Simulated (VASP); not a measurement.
Crystal: In3Se.

```
In Se
1.0
     4.89797    0.00000    0.00000
     0.00000    4.89797    0.00000
     0.00000    0.00000    4.89797
In Se
3 1
Direct
  0.50000 0.50000 0.00000
  0.50000 0.00000 0.50000
  0.00000 0.50000 0.50000
  0.00000 0.00000 0.00000
```

Base run:

* Program: VASP 6.6.1
* Functional: PBE
* Potentials or basis: VASP PAW PBE potentials, release 64 (In_d, Se)
* Cutoff: 520 eV
* k mesh: 6 × 6 × 6
* Occupations: fermi-dirac, width 0.05 eV
* Spin: no spin polarisation

Its results: pressure -1.9 GPa.

Problem. The run is repeated on the same cell with these changes: functional from PBE to r2SCAN. What comes out?

Solution. Pressure -2.8 GPa.

Caveats: the PAW data sets were made with another functional, which shifts forces and pressure a little (some runs).
